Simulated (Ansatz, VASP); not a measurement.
## Sc: VASP beside Ansatz

```
Sc
1.0
    -3.08587    3.08587    2.72761
     3.08587   -3.08587    2.72761
     3.08587    3.08587   -2.72761
Sc
4
Direct
  0.16413 0.33587 0.50000
  0.66413 0.16413 0.82826
  0.33587 0.83587 0.17174
  0.83587 0.66413 0.50000
```

Alike in both runs: functional r2SCAN; k mesh 10 × 10 × 10; occupations gaussian, width 0.1 eV; no spin polarisation.

Ansatz relaxed the structure, and its values are those at the end. VASP's run is a single point on that final structure, the one shown.

```csv
,VASP,Ansatz
version,VASP 6.6.1,Ansatz 0.2.0
potentials or method,"VASP PAW PBE potentials, release 64 (Sc_sv), cutoff 520 eV","scalar-relativistic, plane waves, PAW"
valence electrons in the cell,44,44
```

VASP gave:

```
gap on the k mesh at the Fermi level (eV) : none
pressure (GPa)                            : 0.2
rms of the force components (eV/Å)        : 0.007
```

Which values does Ansatz return?

gap on the k mesh at the Fermi level (eV): none; pressure (GPa): 0.0; rms of the force components (eV/Å): 0.000.

VASP's potentials were made for PBE, not for r2SCAN. A gap of «none» marks a metal or a gap that the smearing closes.
